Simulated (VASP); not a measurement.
The system is HfTa.

```
CELL_PARAMETERS angstrom
1.67538 -2.34725 0.00000
1.67538 2.34725 0.00000
0.00000 0.00000 4.74179
ATOMIC_POSITIONS crystal
Hf 0.00000 0.00000 0.00000
Ta 0.50000 0.50000 0.50000
```

Base run:

- Program: VASP 6.6.1
- Functional: LDA
- Potentials or basis: VASP PAW LDA potentials, release 64 (Hf_pv, Ta_pv)
- Cutoff: 520 eV
- k mesh: 7 × 7 × 5
- Occupations: gaussian, width 0.05 eV
- Spin: no spin polarisation

Its results: pressure -0.1 GPa.

Problem. The run is repeated on the same cell with these changes: k mesh from 7 × 7 × 5 to 7 × 7 × 4. What comes out?

Solution. Pressure 0.3 GPa.
